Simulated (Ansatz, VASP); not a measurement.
# Two plane-wave programs on MgO

File INCAR:

```
SYSTEM = MgO
ALGO = Normal
EDIFF = 1E-7
ENCUT = 520
GGA = PS
ISIF = 2
ISMEAR = 0
LASPH = .TRUE.
LCHARG = .TRUE.
LELF = .TRUE.
LREAL = .FALSE.
LVHAR = .TRUE.
LWAVE = .FALSE.
NBANDS = 11
NELM = 100
PREC = Accurate
SIGMA = 0.05
```

Contents of KPOINTS:

```
k-points
0
G
  10 10 10
  0 0 0
```

File POSCAR:

```
MgO
1.0
    0.0000000000      2.0017504345      2.1597833635
    2.0017504345      0.0000000000      2.1597833635
    2.0017504345      2.0017504345      0.0000000000
Mg O
1 1
Direct
    0.0000000000      0.0000000000      0.0000000000
    0.5000000000      0.5000000000      0.5000000000
```

Input for Ansatz:

```yaml
crystal:
  lattice:
    - [0.0, 2.0017504345, 2.1597833635]
    - [2.0017504345, 0.0, 2.1597833635]
    - [2.0017504345, 2.0017504345, 0.0]
  atoms:
    - { symbol: Mg, position: [0.0, 0.0, 0.0] }
    - { symbol: O, position: [0.5, 0.5, 0.5] }
basis:
  ecutwfc: 420
kpoints:
  mp_grid: { grid: [10, 10, 10] }
hamiltonian:
  xc: pbesol
scf:
  occupations: { method: gaussian, width: 0.05 }
output:
  forces: true
  stress: true
  eigenvalues: true
```

Change from the starting cell: strain -0.050 along x and y, +0.025 along z, atoms carried along.

Alike in both runs: task single point; functional PBEsol; k mesh 10 × 10 × 10; occupations gaussian, width 0.05 eV; no spin polarisation.

|  | VASP | Ansatz |
| --- | --- | --- |
| version | VASP 6.6.1 | Ansatz 0.2.0 |
| potentials or method | VASP PAW PBE potentials, release 64 (Mg, O), cutoff 520 eV | scalar-relativistic, plane waves, PAW |
| valence electrons in the cell | 8 | 16 |

|  | VASP | Ansatz | Ansatz less VASP |
| --- | --- | --- | --- |
| gap on the k mesh at the Fermi level (eV) | 5.28 | 5.28 | -0.003 |
| least direct gap on the mesh (eV) | 5.28 | 5.28 | -0.003 |
| pressure (GPa) | 16.4 | 16.6 | +0.29 |
| traceless stress, the component that is largest in VASP (GPa) | -14.31 | -14.17 | +0.140 |

VASP's potentials were made for PBE, not for PBEsol. With one functional, cell and mesh, what is left measures potentials, basis and numerics. VASP's potentials hold 8 valence electrons a cell and Ansatz's 16, so a difference there can come from the potentials and not from the codes.
